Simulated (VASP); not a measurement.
Input of a VASP 6.6.1 run:

Contents of INCAR:

```
ALGO = Normal
EDIFF = 1E-6
EDIFFG = -0.3
ENCUT = 520
GGA = PE
IBRION = 2
ISIF = 2
ISMEAR = -1
IVDW = 12
LASPH = True
LCHARG = False
LREAL = Auto
LWAVE = False
NELM = 100
NSW = 35
PREC = Accurate
SIGMA = 0.02
```

KPOINTS

```
k-points
0
Gamma
  1 1 1
```

The input POSCAR:

```
H4CO
1.0
    7.3803230000      0.0000000000      0.0000000000
    0.0000000000      7.3803230000      0.0000000000
    0.0000000000      0.0000000000      7.3803230000
C O H
6 6 24
Direct
    0.6191141000      0.5114276000      0.2355490000
    0.7051602000      0.3876779000      0.6395191000
    0.2992358000      0.5515914000      0.5001651000
    0.2907383000      0.0719903000      0.6719090000
    0.1676408000      0.2250740000      0.0464446000
    0.8572498000      0.9015960000      0.3911326000
    0.7932417000      0.5038887000      0.1531152000
    0.6706002000      0.2267237000      0.7398780000
    0.1172322000      0.5033923000      0.5416873000
    0.1986573000     -0.0851330000      0.7352015000
    0.2825968000      0.0753287000      0.0856115000
    0.9131444000      1.0857262000      0.3791153000
    0.6159866000      0.6362516000      0.3143089000
    0.7984094000      0.3933066000      0.0822710000
    0.5094723000      0.5160934000      0.1353512000
    0.5952329000      0.3970711000      0.3273912000
    0.5749979000      0.4313688000      0.5852711000
    0.7853269000      0.1858360000      0.7892744000
    0.7597452000      0.4965588000      0.7246549000
    0.7981914000      0.3644345000      0.5259954000
    0.2920396000      0.6486988000      0.3892041000
    0.1210931000      0.4167811000      0.6404679000
    0.3680422000      0.6161427000      0.6149758000
    0.3796833000      0.4348726000      0.4555826000
    0.1867310000      0.1623814000      0.6189386000
    0.2894424000     -0.1673010000      0.7829564000
    0.3634615000      0.1423681000      0.7807253000
    0.3864743000      0.0410005000      0.5625612000
    0.0779982000      0.1810941000     -0.0622933000
    0.3635211000      0.1121905000      0.1823921000
    0.0844886000      0.2643429000      0.1631766000
    0.2437474000      0.3438510000     -0.0002727000
    0.9800817000      0.8223209000      0.4116688000
    0.8051996000      1.1584279000      0.3607736000
    0.7659690000      0.8777801000      0.5059511000
    0.7909884000      0.8545711000      0.2667108000
```

Potentials or basis: VASP PAW PBE potentials, release 64 (C, O, H).

The run is started by

```console
$ cat potpaw_PBE.64/C/POTCAR potpaw_PBE.64/O/POTCAR potpaw_PBE.64/H/POTCAR > POTCAR
$ mpirun -np 1 vasp_gam > vasp.out
```

Question: What does it give for the energy gained by relaxing?

Answer: 21.2 meV/atom.

Question: What does it give for the band gap on the k mesh?

Answer: 4.51 eV.

Step by step:
```csv
step,energy change (eV),largest force (eV/Å),pressure (GPa)
1,0.0000,0.5499,1.47
2,-0.0287,0.8543,0.58
3,-0.0407,0.4908,0.88
4,-0.0831,0.4539,0.31
5,-0.0922,0.7521,-0.10
6,-0.1256,0.4722,-0.13
7,-0.1577,0.6781,-0.21
8,-0.1886,0.5273,-0.11
9,-0.2474,0.5259,0.17
10,-0.1995,1.7124,0.69
11,-0.2570,0.7121,0.32
12,-0.3030,0.4524,0.47
13,-0.3609,0.9455,0.89
14,-0.4051,0.8274,0.76
15,-0.4922,0.9009,0.29
16,-0.3359,3.0907,-0.87
17,-0.5015,1.2449,0.11
18,-0.5647,0.6593,-0.07
19,-0.5850,0.5827,-0.27
20,-0.6267,0.4441,-0.30
21,-0.6749,0.9107,-0.49
22,-0.6977,0.7608,-0.48
23,-0.7173,0.8886,-0.47
24,-0.7421,0.3095,-0.28
25,-0.7495,0.4683,-0.08
26,-0.7637,0.2997,-0.01
```

Caveat: the k points lie up to 0.85 Å⁻¹ apart; the relaxation stopped at a loose force limit of 0.3 eV/Å, so its end isn't a converged minimum.
